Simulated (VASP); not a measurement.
A run of VASP 6.6.1 is set up as follows.

File INCAR:

```
SYSTEM = TiMnH6
  PREC = Accurate
  ENCUT = 520
  EDIFF = 1E-7
  ISMEAR = 0
  SIGMA = 0.1
  LREAL = .False.
  LASPH = .True.
  NELM = 150
  ALGO = Normal
  ISIF = 2
  LWAVE = .False.
  LCHARG = .False.
  ISPIN = 2
  MAGMOM = -0.82 2 0 0 0 0 0 0
  LORBIT = 11
  LMAXMIX = 4
  GGA = PE
  NBANDS = 30
```

File KPOINTS:

```
regular mesh
0
Gamma
  10 10 10
  0 0 0
```

Contents of POSCAR:

```
TiMnH6
1.0
    0.0000000000      3.4328869174      3.4328869174
    3.4328869174      0.0000000000      3.4328869174
    3.4328869174      3.4328869174      0.0000000000
Ti Mn H
1 1 6
Direct
    0.5000000000      0.5000000000      0.5000000000
    0.0000000000      0.0000000000      0.0000000000
    0.7660786124      0.2339213876      0.2339213876
    0.2339213876      0.7660786124      0.7660786124
    0.2339213876      0.7660786124      0.2339213876
    0.7660786124      0.2339213876      0.7660786124
    0.2339213876      0.2339213876      0.7660786124
    0.7660786124      0.7660786124      0.2339213876
```

Potentials or basis: VASP PAW PBE potentials, release 64 (Ti_sv, Mn_pv, H).

The run is started by

```sh
$ cat potpaw_PBE.64/Ti_sv/POTCAR potpaw_PBE.64/Mn_pv/POTCAR potpaw_PBE.64/H/POTCAR > POTCAR
$ mpirun -np 1 vasp_std > vasp.out
```

**Question.** What does it give for the pressure?

**Answer.** -0.1 GPa.

**Question.** Estimate the band gap on the k mesh.

**Answer.** Zero (filled and empty bands overlap).

**Question.** What does it give for the net moment?

**Answer.** 1.00 μB per cell.

**Question.** Predict the site moments.

**Answer.** Ti -1.10; Mn +2.46; H -0.01 μB.

Forces on the atoms (eV/Å):
```
Ti   0.000  0.000  0.000
Mn   0.000  0.000  0.000
H    0.005  0.000  0.000
H   -0.005  0.000  0.000
H    0.000  0.005  0.000
H    0.000 -0.005  0.000
H    0.000  0.000  0.005
H    0.000  0.000 -0.005
```
